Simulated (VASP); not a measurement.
Wanted: the native input for a VASP 6.6.1 run.

```yaml
Task: relaxation of cell and atoms
Functional: PBEsol
Potentials_or_basis: VASP PAW PBE potentials, release 64 (K_sv)
Cutoff: 600 eV
k_mesh: 7 × 7 × 7
Occupations: fermi-dirac, width 0.05 eV
Spin: no spin polarisation
Dipole_correction: no
Further_INCAR_settings: ALGO = Normal; EDIFF = 1e-06; IBRION = 2; EDIFFG = -0.01; NSW = 60; ISIF = 3
```

The structure of K lies in POSCAR:

```
K
1.0
   -2.6975585167      2.6975585167      2.6975585167
    2.6975585167     -2.6975585167      2.6975585167
    2.6975585167      2.6975585167     -2.6975585167
K
1
Direct
    0.0000000000      0.0000000000      0.0000000000
```

These files were run (other wordings do the same):

INCAR

```
ALGO     = Normal         # electronic algorithm
EDIFF    = 1E-6           # SCF threshold, eV
EDIFFG   = -0.01          # ionic threshold
ENCUT    = 600            # plane-wave cutoff, eV
GGA      = PS             # functional
IBRION   = 2              # ionic algorithm
ISIF     = 3              # what is computed and relaxed
ISMEAR   = -1             # smearing method
LASPH    = T              # aspherical terms in the spheres
LCHARG   = F              # write CHGCAR
LREAL    = F              # projectors in reciprocal space
LWAVE    = F              # write WAVECAR
NELM     = 100            # most SCF steps
NSW      = 60             # ionic steps
PREC     = Accurate       # precision mode
SIGMA    = 0.05           # smearing width, eV
```

KPOINTS

```
k-points
0
Gamma
  7 7 7
```

Potentials or basis: VASP PAW PBE potentials, release 64 (K_sv).

Launch:

```sh
$ cat potpaw_PBE.64/K_sv/POTCAR > POTCAR
$ mpirun -np 1 vasp_std > vasp.out
```

Results of the run:

```yaml
Relaxed_volume: 70.97 Å³/atom
Relaxed_cell: a = 4.518 Å, b = 4.518 Å, c = 4.518 Å, α = 109.47°, β = 109.47°, γ = 109.47°
Space_group_after_relaxing_to_0.05_Å: Im-3m (No. 229)
Energy_gained_by_relaxing: 8.2 meV/atom
Ionic_steps: 5
Pressure_after_relaxing: 0.0 GPa
```

Caveat: the PAW data sets were made with another functional, which shifts forces and pressure a little.

Run time: 27 s on 1 thread of Intel(R) Xeon(R) 6975P-C (Granite Rapids) (shared host), peak memory 0.25 GiB.
